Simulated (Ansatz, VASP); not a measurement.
One calculation of BaTlN, two programs

```
Ba Tl N
1.0
     4.28847    0.00000    0.00000
     0.00000    4.28847    0.00000
     0.00000    0.00000    4.73732
Ba Tl N
1 1 1
Direct
  0.50000 0.50000 0.99573
  0.00000 0.00000 0.50738
  0.50000 0.50000 0.49286
```

Alike in both runs: functional PBE; k mesh 4 × 4 × 3; occupations gaussian, width 0.15 eV; no spin polarisation.

Ansatz relaxed the structure, and its values are those at the end. VASP's run is a single point on that final structure, the one shown.

```csv
,VASP,Ansatz
version,VASP 6.6.1,Ansatz 0.2.0
potentials or method,"VASP PAW PBE potentials, release 64 (Ba_sv, Tl_d, N), cutoff 600 eV","scalar-relativistic, plane waves, PAW"
valence electrons in the cell,28,28
```

|  | VASP | Ansatz | Ansatz less VASP |
| --- | --- | --- | --- |
| gap on the k mesh at the Fermi level (eV) | none | none | - |
| pressure (GPa) | 1.1 | -0.2 | -1.27 |
| rms of the force components (eV/Å) | 0.056 | 0.032 | -0.0240 |

A gap of «none» marks a metal or a gap that the smearing closes.

The k mesh is coarse, so the values compare programs but aren't converged. Neither program's run includes spin-orbit coupling.
